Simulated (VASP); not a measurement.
# GeSb2Te4 (I-4m2) in VASP: single point with PBE

Aim: the single point of GeSb2Te4 with PBE.

Program: VASP 6.6.1. These are calculated values, not measurements. Logs are shortened: lines on timing, memory, paths and dates and some standing lists are left out, and cuts for length are marked.

**1. The cell of the first run**

Symmetry: I-4m2, No. 119, tetragonal system. Conventional cell: a = 6.117 Å, b = 6.117 Å, c = 12.134 Å, α = 90.00°, β = 90.00°, γ = 90.00°. Ge (site symmetry -4m2) has 6 Te at 2.99 to 3.06 Å within 3.9 Å. Sb (site symmetry -4m2) has 6 Te at 3.06 to 3.08 Å within 4.0 Å. Sb (site symmetry -4m2) has 6 Te at 3.06 to 3.08 Å within 4.0 Å. Te (site symmetry 2mm) has 2 Ge at 3.06 Å and 3 Sb at 3.06 to 3.08 Å within 4.0 Å. Te (site symmetry 2mm) has 1 Ge at 2.99 Å and 3 Sb at 3.06 to 3.08 Å within 3.9 Å.

**2. Single point, PBE**

INCAR reads:

```
ALGO     = Normal         # electronic algorithm
EDIFF    = 1E-6           # SCF threshold, eV
ENCUT    = 520            # plane-wave cutoff, eV
GGA      = PE             # functional
ISIF     = 2              # what is computed and relaxed
ISMEAR   = 0              # smearing method
LASPH    = T              # aspherical terms in the spheres
LCHARG   = F              # write CHGCAR
LREAL    = F              # projectors in reciprocal space
LWAVE    = F              # write WAVECAR
NBANDS   = 33             # bands
NELM     = 60             # most SCF steps
PREC     = Accurate       # precision mode
SIGMA    = 0.1            # smearing width, eV
```

KPOINTS reads:

```
k-points
0
Gamma
  8 8 8
```

POSCAR reads:

```
GeSb2Te4
1.0
   -3.0584940966      3.0584940966      6.0667784180
    3.0584940966     -3.0584940966      6.0667784180
    3.0584940966      3.0584940966     -6.0667784180
Ge Sb Te
1 2 4
Direct
    0.0000000000      0.0000000000      0.0000000000
    0.5000000000      0.5000000000      0.0000000000
    0.2500000000      0.7500000000      0.5000000000
    0.5034599827      0.0034599827      0.5000000000
    0.2461843432      0.2461843432      0.0000000000
    0.9965400173      0.4965400173      0.5000000000
    0.7538156568      0.7538156568      0.0000000000
```

Potentials or basis: VASP PAW PBE potentials, release 64 (Ge_d, Sb, Te).

Started as:

```
cat potpaw_PBE.64/Ge_d/POTCAR potpaw_PBE.64/Sb/POTCAR potpaw_PBE.64/Te/POTCAR > POTCAR
mpirun -np 1 vasp_std > vasp.out
```

OUTCAR:

```text
EDIFF = 1E-6
   ENCUT = 520
   GGA = PE
   ISIF = 2
   ISMEAR = 0
   LASPH = T
   LREAL = F
   NELM = 60
   PREC = Accurate

 ion  position               nearest neighbor table
   1  0.000  0.000  0.000-   5 2.99   7 2.99   6 3.06   4 3.06   4 3.06   6 3.06
   2  0.500  0.500  0.000-   4 3.06   6 3.06   4 3.06   6 3.06   5 3.08   7 3.08
   3  0.250  0.750  0.500-   7 3.06   5 3.06   7 3.06   5 3.06   4 3.08   6 3.08
   4  0.503  0.003  0.500-   1 3.06   2 3.06   2 3.06   1 3.06   3 3.08
   5  0.246  0.246  0.000-   1 2.99   3 3.06   3 3.06   2 3.08
   6  0.997  0.497  0.500-   2 3.06   1 3.06   1 3.06   2 3.06   3 3.08
   7  0.754  0.754  0.000-   1 2.99   3 3.06   3 3.06   2 3.08

  LATTYP: Found a body centered tetragonal cell.
 ALAT       =     6.1169881932
 C/A-ratio  =     1.9835834978

  Lattice vectors:

 A1 = (  -3.0584940966,   3.0584940966,   6.0667784180)
 A2 = (   3.0584940966,  -3.0584940966,   6.0667784180)
 A3 = (   3.0584940966,   3.0584940966,  -6.0667784180)

Analysis of symmetry for initial positions (statically):
=====================================================================
 Subroutine PRICEL returns:
 Original cell was already a primitive cell.

 Routine SETGRP: Setting up the symmetry group for a
 body centered tetragonal supercell.

 Subroutine GETGRP returns: Found  8 space group operations
 (whereof  8 operations were pure point group operations)
 out of a pool of 16 trial point group operations.

The static configuration has the point symmetry D_2d.

Analysis of symmetry for dynamics (positions and initial velocities):
=====================================================================
 Subroutine PRICEL returns:
 Original cell was already a primitive cell.

 Routine SETGRP: Setting up the symmetry group for a
 body centered tetragonal supercell.

 Subroutine GETGRP returns: Found  8 space group operations
 (whereof  8 operations were pure point group operations)
 out of a pool of 16 trial point group operations.

The dynamic configuration has the point symmetry D_2d.

 Subroutine INISYM returns: Found  8 space group operations
 (whereof  8 operations are pure point group operations),
 and found     1 'primitive' translations

----------------------------------------------------------------------------------------

                                     Primitive cell

  volume of cell :     227.0040

  direct lattice vectors                    reciprocal lattice vectors
    -3.058494097  3.058494097  6.066778418     0.000000000  0.163479145  0.082416064
     3.058494097 -3.058494097  6.066778418     0.163479145  0.000000000  0.082416064
     3.058494097  3.058494097 -6.066778418     0.163479145  0.163479145  0.000000000

  length of vectors
     7.450810201  7.450810201  7.450810201     0.183078777  0.183078777  0.231194424

  position of ions in fractional coordinates (direct lattice)
     0.000000000  0.000000000  0.000000000
     0.500000000  0.500000000  0.000000000
     0.250000000  0.750000000  0.500000000
     0.503459983  0.003459983  0.500000000
     0.246184343  0.246184343  0.000000000
     0.996540017  0.496540017  0.500000000
     0.753815657  0.753815657  0.000000000

  ion indices of the primitive-cell ions
   primitive index   ion index
                 1           1
                 2           2
                 3           3
                 4           4
                 5           5
                 6           6
                 7           7

----------------------------------------------------------------------------------------

 KPOINTS: k-points

Automatic generation of k-mesh.
 Grid dimensions read from file:
 generate k-points for:    8    8    8

 Generating k-lattice:

  Cartesian coordinates                     Fractional coordinates (reciprocal lattice)
     0.000000000  0.020434893  0.010302008     0.125000000  0.000000000  0.000000000
     0.020434893  0.000000000  0.010302008     0.000000000  0.125000000  0.000000000
     0.020434893  0.020434893  0.000000000     0.000000000  0.000000000  0.125000000

  Length of vectors
     0.022884847  0.022884847  0.028899303

  Shift w.r.t. Gamma in fractional coordinates (k-lattice)
     0.000000000  0.000000000  0.000000000

 Subroutine IBZKPT returns following result:
 ===========================================

 Found     59 irreducible k-points:

 Following reciprocal coordinates:
            Coordinates               Weight
  0.000000  0.000000  0.000000      1.000000
  0.125000  0.000000  0.000000      8.000000
  0.250000  0.000000  0.000000      8.000000
  0.375000  0.000000  0.000000      8.000000
  0.500000  0.000000  0.000000      4.000000
  0.125000  0.125000  0.000000      8.000000
[... 16 lines left out ...]
  0.250000  0.125000  0.125000     16.000000
  0.375000  0.125000  0.125000      8.000000
 [... further k-points ...]
   k-points           NKPTS =     59   k-points in BZ     NKDIM =     59   number of bands    NBANDS=     33
   number of dos      NEDOS =    301   number of ions     NIONS =      7
   total plane-waves  NPLWV = 175616
   dimension x,y,z NGX =    56 NGY =   56 NGZ =   56
   dimension x,y,z NGXF=   112 NGYF=  112 NGZF=  112
   ions per type =               1   2   4
   NGX,Y,Z   is equivalent  to a cutoff of  12.49, 12.49, 12.49 a.u.
   NGXF,Y,Z  is equivalent  to a cutoff of  24.99, 24.99, 24.99 a.u.
 SYSTEM =  unknown system
   PREC   = accura    normal or accurate (medium, high low for compatibility)
   ISTART =      0    job   : 0-new  1-cont  2-samecut
   ICHARG =      2    charge: 1-file 2-atom 10-const
   ISPIN  =      1    spin polarized calculation?
   LNONCOLLINEAR =      F non collinear calculations
   LSORBIT =      F    spin-orbit coupling
   LASPH  =      T    aspherical Exc in radial PAW
   ENCUT  =  520.0 eV  38.22 Ry    6.18 a.u.  13.85 13.85 13.85*2*pi/ulx,y,z
   NELM   =     60;   NELMIN=  2; NELMDL= -5     # of ELM steps
   EDIFF  = 0.1E-05   stopping-criterion for ELM
   LREAL  =      F    real-space projection
   EDIFFG = 0.1E-04   stopping-criterion for IOM
   NSW    =      0    number of steps for IOM
   IBRION =     -1    ionic relax: 0-MD 1-quasi-New 2-CG
   NFREE  =      0    steps in history (QN), initial steepest desc. (CG)
   ISIF   =      2    stress and relaxation
   ISYM   =      2    0-nonsym 1-usesym 2-fastsym
   POTIM  = 0.5000    time-step for ionic-motion
   TEBEG  =    0.0;   TEEND  =   0.0 temperature during run
   PSTRESS=    0.0 pullay stress
   NELECT =      48.0000    total number of electrons
   NUPDOWN=      -1.0000    fix difference up-down
   EMIN   =  10.00;   EMAX   =-10.00  energy-range for DOS
   EFERMI =   0.00;   METHOD = LEGACY
   ISMEAR =     0;   SIGMA  =   0.10  broadening in eV -4-tet -1-fermi 0-gaus
   EFERMI_NEDOS =   21; number of points for ismear=-14 and -15
   IALGO  =     38    algorithm
   IMIX   =      4    mixing-type and parameters
     AMIX     =   0.40;   BMIX     =  1.00
     AMIX_MAG =   1.60;   BMIX_MAG =  1.00
  volume/ion in A,a.u.               =      32.43       218.84
  Fermi-wavevector in a.u.,A,eV,Ry     =   0.975313  1.843075 12.942349  0.951236
  Thomas-Fermi vector in A             =   2.105843
   LORBIT       =      0    0 simple, 1 ext, 2 COOP (PROOUT), +10 PAW based schemes
   GGA     = PE    functional components
   LHFCALC =     F    Hartree Fock is set to
   AEXX    =    0.0000 exact exchange contribution
   IVDW    =     0    specifies the selected vdW correction
   LEPSILON=     F    determine dielectric tensor
   LRPA    =     F    only Hartree local field effects (RPA)
 non-spin polarized calculation
 Gauss-broadening in eV      SIGMA  =   0.10
  energy-cutoff  :      520.00
  volume of cell :      227.00
 maximum number of plane-waves:      6140
   NGX = 27   NGY = 27   NGZ = 27

 number of electron      48.0000010 magnetization

 Free energy of the ion-electron system (eV)
  ---------------------------------------------------
  ext. energy  EPLUGINS =         0.00000000
  ---------------------------------------------------
  free energy    TOTEN  =       -25.43718291 eV

  energy without entropy =      -25.42963947  energy(sigma->0) =      -25.43341119

 E-fermi :   5.3982     XC(G=0):  -9.1221

 val. band max:        5.3930644436   @ k =   0.5000   0.5000   0.0000
 cond. band min:       5.4071054948   @ k =   0.5000   0.5000   0.0000
 fundamental gap:      0.0140410512
 Fermi energy:         5.3982260998

 k-point     1 :       0.0000    0.0000    0.0000
  band No.  band energies     occupation
      1     -19.4321      2.00000
      2     -19.4277      2.00000
      3     -19.4159      2.00000
      4     -19.4129      2.00000
      5     -19.4129      2.00000
      6      -7.3391      2.00000
[... 25 lines left out ...]
     32      10.6695      0.00000
     33      10.7390      0.00000

 k-point     2 :       0.1250    0.0000    0.0000
  band No.  band energies     occupation
      1     -19.4321      2.00000
      2     -19.4277      2.00000
      3     -19.4159      2.00000
      4     -19.4129      2.00000
      5     -19.4129      2.00000
      6      -7.2779      2.00000
[... 25 lines left out ...]
     32      10.4062      0.00000
     33      10.5684      0.00000

 k-point     3 :       0.2500    0.0000    0.0000
  band No.  band energies     occupation
      1     -19.4321      2.00000
      2     -19.4277      2.00000
      3     -19.4159      2.00000
      4     -19.4129      2.00000
      5     -19.4129      2.00000
      6      -7.0987      2.00000
[... 25 lines left out ...]
     32       9.9983      0.00000
     33      10.0603      0.00000

 k-point     4 :       0.3750    0.0000    0.0000
  band No.  band energies     occupation
      1     -19.4321      2.00000
      2     -19.4277      2.00000
      3     -19.4159      2.00000
      4     -19.4129      2.00000
      5     -19.4129      2.00000
      6      -6.8221      2.00000
[... 673 lines left out ...]
     32       9.0372      0.00000
     33       9.9446      0.00000

 k-point    23 :       0.2500    0.1250    0.1250
  band No.  band energies     occupation
      1     -19.4320      2.00000
      2     -19.4278      2.00000
      3     -19.4158      2.00000
      4     -19.4129      2.00000
      5     -19.4129      2.00000
      6      -6.6276      2.00000
[... 25 lines left out ...]
     32       8.8681      0.00000
     33       9.3525      0.00000

 k-point    24 :       0.3750    0.1250    0.1250
  band No.  band energies     occupation
      1     -19.4320      2.00000
      2     -19.4278      2.00000
      3     -19.4158      2.00000
      4     -19.4129      2.00000
      5     -19.4129      2.00000
      6      -6.3935      2.00000
[... 25 lines left out ...]
     32       8.8217      0.00000
     33       8.9453      0.00000

 [... further k-points ...]
[... 5 lines left out ...]
  --------------------------------------------------------------------------------------
  -------------------------------------------------------------------------------------
  Total       -0.0573203     -0.0573203     -0.0516387      0.0000000      0.0000000      0.0000000
  in kB       -0.4045626     -0.4045626     -0.3644622      0.0000000      0.0000000      0.0000000
  external PRESSURE =      -0.3911958 kB  Pullay stress =       0.0000000 kB

 VOLUME and BASIS-vectors are now :
 -----------------------------------------------------------------------------
  energy-cutoff  :      520.00
  volume of cell :      227.00
      direct lattice vectors                 reciprocal lattice vectors
    -3.058494097  3.058494097  6.066778418     0.000000000  0.163479145  0.082416064
     3.058494097 -3.058494097  6.066778418     0.163479145  0.000000000  0.082416064
     3.058494097  3.058494097 -6.066778418     0.163479145  0.163479145  0.000000000

 POSITION                                       TOTAL-FORCE (eV/Angst)
 -----------------------------------------------------------------------------------
      0.00000      0.00000      0.00000         0.000000     -0.000000     -0.000000
      0.00000      0.00000      6.06678         0.000000     -0.000000     -0.000000
      3.05849      0.00000      3.03339         0.000000     -0.000000     -0.000000
      0.00000      3.05849      0.04198         0.000000     -0.000000     -0.002823
      0.00000      0.00000      2.98709        -0.000000      0.000000      0.000571
      0.00000      3.05849      6.02480         0.000000     -0.000000      0.002823
      0.00000      0.00000      9.14647        -0.000000      0.000000     -0.000571
 -----------------------------------------------------------------------------------
    total drift:                               -0.000000      0.000000      0.000000

  FREE ENERGIE OF THE ION-ELECTRON SYSTEM (eV)
  ---------------------------------------------------
  free  energy   TOTEN  =       -25.4371829054 eV

  energy  without entropy=      -25.4296394719  energy(sigma->0) =      -25.43341119
```

Wall time 8 min (1 thread of Intel Xeon Platinum 8259CL at 2.50GHz (Skylake/Cascade Lake), shared host); peak memory 0.7 GiB.

Results:

```
Free energy            : -25.4372 eV
Pressure               : 0.0 GPa
Band gap on the k mesh : zero (bands 24 and 25 overlap by 0.15 eV)
```

Forces on the atoms (eV/Å):
```
Ge   0.000  0.000  0.000
Sb   0.000  0.000  0.000
Sb   0.000  0.000  0.000
Te   0.000  0.000 -0.003
Te   0.000  0.000  0.001
Te   0.000  0.000  0.003
Te   0.000  0.000 -0.001
```

Caveat: spin-orbit coupling is left out, which moves the levels of the heavy elements.
